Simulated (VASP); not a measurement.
Runs of VASP 6.6.1 on Cu. The structure is that of space group Fm-3m (No. 225), or close to it. The cells are those of the table. 

```csv
task,cell,k mesh,cutoff (eV),smearing,gap on the mesh (eV),pressure (GPa),relaxed volume (Å³/atom)
single point,"a = 2.489 Å, angles 60.0°, 1 atom",10 × 10 × 10,520,gaussian 0.1 eV,none,0.6,-
single point,"a = 2.488 Å, angles 60.0°, 1 atom",20 × 20 × 20,520,fermi-dirac 0.15 eV,none,1.2,-
single point,"a = 2.488 Å, angles 60.0°, 1 atom",18 × 18 × 18,520,gaussian 0.1 eV,none,(a),-
relaxation of cell and atoms,"relaxed from a = 2.489 Å, angles 60.0°, 1 atom",18 × 18 × 18,600,gaussian 0.1 eV,none,0.0,10.95
relaxation of cell and atoms,"relaxed from a = 2.488 Å, angles 60.0°, 1 atom",20 × 20 × 20,600,fermi-dirac 0.15 eV,none,0.0,10.95
single point,"a = 2.581 Å, angles 60.0°, 1 atom",8 × 8 × 8,520,gaussian 0.1 eV,none,-14.2,-
```

Alike in all rows: level LDA; potentials or basis VASP PAW LDA potentials, release 64 (Cu); no spin polarisation.

**Question.** Fill in the values left out.

**Answer.** (a) 0.9.

Caveats: some runs use coarse meshes.

A gap of «none» marks levels without a gap at the run's occupations.
